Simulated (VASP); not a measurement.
# GaBiSe3 (P6_3/mmc) in VASP: further runs

Runs on GaBiSe3. Level: PBE. Tasks: single point, relaxation of cell and atoms.

Program: VASP 6.6.1. These are calculated values, not measurements. Logs are shortened: lines on timing, memory, paths and dates and some standing lists are left out, and cuts for length are marked.

### Step 1. The cell of the first run

The structure is hexagonal, space group P6_3/mmc (No. 194). Conventional cell: a = 6.455 Å, b = 6.455 Å, c = 6.799 Å, α = 90.00°, β = 90.00°, γ = 120.00°. Within 3.4 Å of Ga (site symmetry -3m) lie 6 Se at 2.58 Å and 2 Ga at 3.40 Å. Within 4.2 Å of Bi (site symmetry -6m2) lie 12 Se at 3.23 to 3.84 Å and 6 Ga at 4.10 Å. Se (site symmetry mm2) has 2 Ga at 2.58 Å and 4 Se at 3.08 to 3.37 Å and 2 Bi at 3.23 Å within 3.4 Å.

### Step 2. Single point, PBE

File INCAR:

```
PREC = Accurate ; ENCUT = 500
EDIFF = 1E-6 ; ISMEAR = 0
SIGMA = 0.1 ; LREAL = F
LASPH = T ; NELM = 120
ALGO = Normal ; ISIF = 2
LWAVE = F ; LCHARG = T
GGA = PE ; LELF = T
LVHAR = T ; NBANDS = 57
GGA_COMPAT = F
```

File KPOINTS:

```
Automatic mesh
0
Gamma
  3 3 4
```

File POSCAR:

```
GaBiSe3
1.0
    6.4554975002      0.0000000000      0.0000000000
   -3.2277487501      5.5906248292      0.0000000000
    0.0000000000      0.0000000000      6.7991792023
Ga Bi Se
2 2 6
Direct
    0.0000000000      0.0000000000      0.0000000000
    0.0000000000      0.0000000000      0.5000000000
    0.3333333333      0.6666666667      0.7500000000
    0.6666666667      0.3333333333      0.2500000000
    0.8258757498      0.6517514997      0.7500000000
    0.3482485003      0.1741242502      0.7500000000
    0.8258757498      0.1741242502      0.7500000000
    0.1741242502      0.3482485003      0.2500000000
    0.6517514997      0.8258757498      0.2500000000
    0.1741242502      0.8258757498      0.2500000000
```

Potentials or basis: VASP PAW PBE potentials, release 64 (Ga_d, Bi_d, Se).

On the command line:

```sh
$ cat potpaw_PBE.64/Ga_d/POTCAR potpaw_PBE.64/Bi_d/POTCAR potpaw_PBE.64/Se/POTCAR > POTCAR
$ mpirun -np 1 vasp_std > vasp.out
```

OUTCAR:

```text
PREC = Accurate
   ENCUT = 500
   EDIFF = 1E-6
   ISMEAR = 0
   LREAL = F
   LASPH = T
   NELM = 120
   ISIF = 2
   GGA = PE

 ion  position               nearest neighbor table
   1  0.000  0.000  0.000-   5 2.58   8 2.58   6 2.58   9 2.58   7 2.58  10 2.58
   2  0.000  0.000  0.500-   5 2.58   8 2.58   6 2.58   9 2.58   7 2.58  10 2.58
   3  0.333  0.667  0.750-   6 3.23   7 3.23   7 3.23   6 3.23   5 3.23   5 3.23
   4  0.667  0.333  0.250-   9 3.23  10 3.23  10 3.23   9 3.23   8 3.23   8 3.23
   5  0.826  0.652  0.750-   1 2.58   2 2.58   3 3.23   3 3.23
   6  0.348  0.174  0.750-   1 2.58   2 2.58   3 3.23   3 3.23
   7  0.826  0.174  0.750-   1 2.58   2 2.58   3 3.23   3 3.23
   8  0.174  0.348  0.250-   1 2.58   2 2.58   4 3.23   4 3.23
   9  0.652  0.826  0.250-   1 2.58   2 2.58   4 3.23   4 3.23
  10  0.174  0.826  0.250-   1 2.58   2 2.58   4 3.23   4 3.23

  LATTYP: Found a hexagonal cell.
 ALAT       =     6.4554975002
 C/A-ratio  =     1.0532386082

  Lattice vectors:

 A1 = (   6.4554975002,   0.0000000000,   0.0000000000)
 A2 = (  -3.2277487501,   5.5906248292,   0.0000000000)
 A3 = (   0.0000000000,   0.0000000000,   6.7991792023)

Analysis of symmetry for initial positions (statically):
=====================================================================
 Subroutine PRICEL returns:
 Original cell was already a primitive cell.

 Routine SETGRP: Setting up the symmetry group for a
 hexagonal supercell.

 Subroutine GETGRP returns: Found 24 space group operations
 (whereof 12 operations were pure point group operations)
 out of a pool of 24 trial point group operations.

The static configuration has the point symmetry D_3d.
 The point group associated with its full space group is D_6h.

Analysis of symmetry for dynamics (positions and initial velocities):
=====================================================================
 Subroutine PRICEL returns:
 Original cell was already a primitive cell.

 Routine SETGRP: Setting up the symmetry group for a
 hexagonal supercell.

 Subroutine GETGRP returns: Found 24 space group operations
 (whereof 12 operations were pure point group operations)
 out of a pool of 24 trial point group operations.

The dynamic configuration has the point symmetry D_3d.
 The point group associated with its full space group is D_6h.

 Subroutine INISYM returns: Found 24 space group operations
 (whereof 12 operations are pure point group operations),
 and found     1 'primitive' translations

----------------------------------------------------------------------------------------

                                     Primitive cell

  volume of cell :     245.3842

  direct lattice vectors                    reciprocal lattice vectors
     6.455497500  0.000000000  0.000000000     0.154906729  0.089435442  0.000000000
    -3.227748750  5.590624829  0.000000000     0.000000000  0.178870883  0.000000000
     0.000000000  0.000000000  6.799179202     0.000000000  0.000000000  0.147076576

  length of vectors
     6.455497500  6.455497500  6.799179202     0.178870883  0.178870883  0.147076576

  position of ions in fractional coordinates (direct lattice)
     0.000000000  0.000000000  0.000000000
     0.000000000  0.000000000  0.500000000
     0.333333333  0.666666667  0.750000000
     0.666666667  0.333333333  0.250000000
     0.825875750  0.651751500  0.750000000
     0.348248500  0.174124250  0.750000000
     0.825875750  0.174124250  0.750000000
     0.174124250  0.348248500  0.250000000
     0.651751500  0.825875750  0.250000000
     0.174124250  0.825875750  0.250000000

  ion indices of the primitive-cell ions
   primitive index   ion index
                 1           1
                 2           2
                 3           3
                 4           4
                 5           5
                 6           6
                 7           7
                 8           8
                 9           9
                10          10

----------------------------------------------------------------------------------------

 KPOINTS: Automatic mesh

Automatic generation of k-mesh.
 Grid dimensions read from file:
 generate k-points for:    3    3    4

 Generating k-lattice:

  Cartesian coordinates                     Fractional coordinates (reciprocal lattice)
     0.051635576  0.029811814  0.000000000     0.333333333  0.000000000  0.000000000
     0.000000000  0.059623628  0.000000000     0.000000000  0.333333333  0.000000000
     0.000000000  0.000000000  0.036769144     0.000000000  0.000000000  0.250000000

  Length of vectors
     0.059623628  0.059623628  0.036769144

  Shift w.r.t. Gamma in fractional coordinates (k-lattice)
     0.000000000  0.000000000  0.000000000

 Subroutine IBZKPT returns following result:
 ===========================================

 Found      9 irreducible k-points:

 Following reciprocal coordinates:
            Coordinates               Weight
  0.000000  0.000000  0.000000      1.000000
  0.333333 -0.000000  0.000000      6.000000
  0.333333  0.333333  0.000000      2.000000
  0.000000  0.000000  0.250000      2.000000
  0.333333 -0.000000  0.250000     12.000000
  0.333333  0.333333  0.250000      4.000000
  0.000000  0.000000  0.500000      1.000000
  0.333333 -0.000000  0.500000      6.000000
  0.333333  0.333333  0.500000      2.000000
   k-points           NKPTS =      9   k-points in BZ     NKDIM =      9   number of bands    NBANDS=     57
   number of dos      NEDOS =    301   number of ions     NIONS =     10
   total plane-waves  NPLWV = 115200
   dimension x,y,z NGX =    48 NGY =   48 NGZ =   50
   dimension x,y,z NGXF=    96 NGYF=   96 NGZF=  100
   ions per type =               2   2   6
   NGX,Y,Z   is equivalent  to a cutoff of  12.36, 12.36, 12.23 a.u.
   NGXF,Y,Z  is equivalent  to a cutoff of  24.72, 24.72, 24.45 a.u.
 SYSTEM =  unknown system
   PREC   = accura    normal or accurate (medium, high low for compatibility)
   ISTART =      0    job   : 0-new  1-cont  2-samecut
   ICHARG =      2    charge: 1-file 2-atom 10-const
   ISPIN  =      1    spin polarized calculation?
   LNONCOLLINEAR =      F non collinear calculations
   LSORBIT =      F    spin-orbit coupling
   LASPH  =      T    aspherical Exc in radial PAW
   ENCUT  =  500.0 eV  36.75 Ry    6.06 a.u.  11.77 11.77 12.40*2*pi/ulx,y,z
   NELM   =    120;   NELMIN=  2; NELMDL= -5     # of ELM steps
   EDIFF  = 0.1E-05   stopping-criterion for ELM
   LREAL  =      F    real-space projection
   EDIFFG = 0.1E-04   stopping-criterion for IOM
   NSW    =      0    number of steps for IOM
   IBRION =     -1    ionic relax: 0-MD 1-quasi-New 2-CG
   NFREE  =      0    steps in history (QN), initial steepest desc. (CG)
   ISIF   =      2    stress and relaxation
   ISYM   =      2    0-nonsym 1-usesym 2-fastsym
   POTIM  = 0.5000    time-step for ionic-motion
   TEBEG  =    0.0;   TEEND  =   0.0 temperature during run
   PSTRESS=    0.0 pullay stress
   NELECT =      92.0000    total number of electrons
   NUPDOWN=      -1.0000    fix difference up-down
   EMIN   =  10.00;   EMAX   =-10.00  energy-range for DOS
   EFERMI =   0.00;   METHOD = LEGACY
   ISMEAR =     0;   SIGMA  =   0.10  broadening in eV -4-tet -1-fermi 0-gaus
   EFERMI_NEDOS =   21; number of points for ismear=-14 and -15
   IALGO  =     38    algorithm
   IMIX   =      4    mixing-type and parameters
     AMIX     =   0.40;   BMIX     =  1.00
     AMIX_MAG =   1.60;   BMIX_MAG =  1.00
  volume/ion in A,a.u.               =      24.54       165.59
  Fermi-wavevector in a.u.,A,eV,Ry     =   1.180471  2.230766 18.959873  1.393511
  Thomas-Fermi vector in A             =   2.316763
   LORBIT       =      0    0 simple, 1 ext, 2 COOP (PROOUT), +10 PAW based schemes
   GGA     = PE    functional components
   LHFCALC =     F    Hartree Fock is set to
   AEXX    =    0.0000 exact exchange contribution
   IVDW    =     0    specifies the selected vdW correction
   LEPSILON=     F    determine dielectric tensor
   LRPA    =     F    only Hartree local field effects (RPA)
 non-spin polarized calculation
 Gauss-broadening in eV      SIGMA  =   0.10
  energy-cutoff  :      500.00
  volume of cell :      245.38
 maximum number of plane-waves:      6271
 NGX is ok and might be reduce to    48
   NGX = 23   NGY = 23   NGZ = 25

 number of electron      91.9999996 magnetization

 Free energy of the ion-electron system (eV)
  ---------------------------------------------------
  ext. energy  EPLUGINS =         0.00000000
  ---------------------------------------------------
  free energy    TOTEN  =       -34.45452762 eV

  energy without entropy =      -34.41424589  energy(sigma->0) =      -34.43438675

 E-fermi :   5.0718     XC(G=0):  -9.9233

 val. band max:        5.0556109005   @ k =   0.0000   0.0000   0.2500
 cond. band min:       5.1233672739   @ k =   0.0000   0.0000   0.5000
 fundamental gap:      0.0677563734
 Fermi energy:         5.0718363616

 k-point     1 :       0.0000    0.0000    0.0000
  band No.  band energies     occupation
      1     -18.4831      2.00000
      2     -18.4831      2.00000
      3     -18.4830      2.00000
      4     -18.4830      2.00000
      5     -18.3603      2.00000
      6     -18.3603      2.00000
[... 49 lines left out ...]
     56      10.1177      0.00000
     57      10.1312      0.00000

 k-point     2 :       0.3333   -0.0000    0.0000
  band No.  band energies     occupation
      1     -18.4833      2.00000
      2     -18.4828      2.00000
      3     -18.4826      2.00000
      4     -18.4822      2.00000
      5     -18.3605      2.00000
      6     -18.3601      2.00000
[... 49 lines left out ...]
     56      10.0732      0.00000
     57      10.1579      0.00000

 k-point     3 :       0.3333    0.3333    0.0000
  band No.  band energies     occupation
      1     -18.4831      2.00000
      2     -18.4826      2.00000
      3     -18.4826      2.00000
      4     -18.4820      2.00000
      5     -18.3608      2.00000
      6     -18.3594      2.00000
[... 49 lines left out ...]
     56      10.1854      0.00000
     57      10.4903      0.00000

 k-point     4 :       0.0000    0.0000    0.2500
  band No.  band energies     occupation
      1     -18.4831      2.00000
      2     -18.4831      2.00000
      3     -18.4830      2.00000
      4     -18.4830      2.00000
      5     -18.3601      2.00000
      6     -18.3601      2.00000
[... 49 lines left out ...]
     56       8.8606      0.00000
     57       9.5914      0.00000

 k-point     5 :       0.3333   -0.0000    0.2500
  band No.  band energies     occupation
      1     -18.4832      2.00000
      2     -18.4827      2.00000
      3     -18.4827      2.00000
      4     -18.4823      2.00000
      5     -18.3602      2.00000
      6     -18.3599      2.00000
[... 49 lines left out ...]
     56       9.6428      0.00000
     57       9.8941      0.00000

 k-point     6 :       0.3333    0.3333    0.2500
  band No.  band energies     occupation
      1     -18.4830      2.00000
      2     -18.4826      2.00000
      3     -18.4826      2.00000
      4     -18.4822      2.00000
      5     -18.3604      2.00000
      6     -18.3594      2.00000
[... 49 lines left out ...]
     56      10.0306      0.00000
     57      10.3871      0.00000

 k-point     7 :       0.0000    0.0000    0.5000
  band No.  band energies     occupation
      1     -18.4831      2.00000
      2     -18.4831      2.00000
      3     -18.4831      2.00000
      4     -18.4831      2.00000
      5     -18.3594      2.00000
      6     -18.3594      2.00000
[... 49 lines left out ...]
     56       9.1620      0.00000
     57       9.1648      0.00000

 k-point     8 :       0.3333   -0.0000    0.5000
  band No.  band energies     occupation
      1     -18.4829      2.00000
      2     -18.4829      2.00000
      3     -18.4825      2.00000
      4     -18.4825      2.00000
      5     -18.3594      2.00000
      6     -18.3594      2.00000
[... 49 lines left out ...]
     56       9.7264      0.00000
     57       9.7597      0.00000

 k-point     9 :       0.3333    0.3333    0.5000
  band No.  band energies     occupation
      1     -18.4826      2.00000
      2     -18.4826      2.00000
      3     -18.4826      2.00000
      4     -18.4826      2.00000
      5     -18.3595      2.00000
      6     -18.3595      2.00000
[... 49 lines left out ...]
     56       9.4556      0.00000
     57      11.0400      0.00000

------------------------ aborting loop because EDIFF is reached ----------------------------------------

  FORCE on cell =-STRESS in cart. coord.  units (eV):
  Direction    XX          YY          ZZ          XY          YZ          ZX
  --------------------------------------------------------------------------------------
  -------------------------------------------------------------------------------------
  Total        0.1364112      0.1364112      0.5713739     -0.0000000      0.0000000     -0.0000000
  in kB        0.8906641      0.8906641      3.7306495     -0.0000000      0.0000000     -0.0000000
  external PRESSURE =       1.8373259 kB  Pullay stress =       0.0000000 kB

 VOLUME and BASIS-vectors are now :
 -----------------------------------------------------------------------------
  energy-cutoff  :      500.00
  volume of cell :      245.38
      direct lattice vectors                 reciprocal lattice vectors
     6.455497500  0.000000000  0.000000000     0.154906729  0.089435442  0.000000000
    -3.227748750  5.590624829  0.000000000     0.000000000  0.178870883  0.000000000
     0.000000000  0.000000000  6.799179202     0.000000000  0.000000000  0.147076576

 POSITION                                       TOTAL-FORCE (eV/Angst)
 -----------------------------------------------------------------------------------
      0.00000      0.00000      0.00000         0.000000      0.000000      0.000000
      0.00000      0.00000      3.39959         0.000000      0.000000      0.000000
     -0.00000      3.72708      5.09938         0.000000      0.000000     -0.000000
      3.22775      1.86354      1.69979         0.000000      0.000000     -0.000000
      3.22775      3.64370      5.09938        -0.000000     -0.022322      0.000000
      1.68609      0.97346      5.09938         0.019331      0.011161     -0.000000
      4.76941      0.97346      5.09938        -0.019331      0.011161     -0.000000
      0.00000      1.94693      1.69979         0.000000      0.022322     -0.000000
      1.54166      4.61716      1.69979        -0.019331     -0.011161      0.000000
     -1.54166      4.61716      1.69979         0.019331     -0.011161      0.000000
 -----------------------------------------------------------------------------------
    total drift:                                0.000000      0.000000     -0.000000

  FREE ENERGIE OF THE ION-ELECTRON SYSTEM (eV)
  ---------------------------------------------------
  free  energy   TOTEN  =       -34.4545276157 eV

  energy  without entropy=      -34.4142458892  energy(sigma->0) =      -34.43438675
```

It took 4.6 min on 1 thread of Intel Xeon 8259CL, shared host; peak memory 0.38 GiB.

Results:

* Free energy: -34.4545 eV
* Pressure: 0.2 GPa
* Largest force: 0.022 eV/Å
* Band gap on the k mesh: zero (bands 46 and 47 overlap by 0.11 eV)

Forces in eV/Å, atoms in the order of the input:
```
Ga   0.000  0.000  0.000
Ga   0.000  0.000  0.000
Bi   0.000  0.000  0.000
Bi   0.000  0.000  0.000
Se   0.000 -0.022  0.000
Se   0.019  0.011  0.000
Se  -0.019  0.011  0.000
Se   0.000  0.022  0.000
Se  -0.019 -0.011  0.000
Se   0.019 -0.011  0.000
```

Caveat: the k points lie up to 0.37 Å⁻¹ apart; spin-orbit coupling is left out, which moves the levels of the heavy elements.

(Part 1 of 2 ends here.)
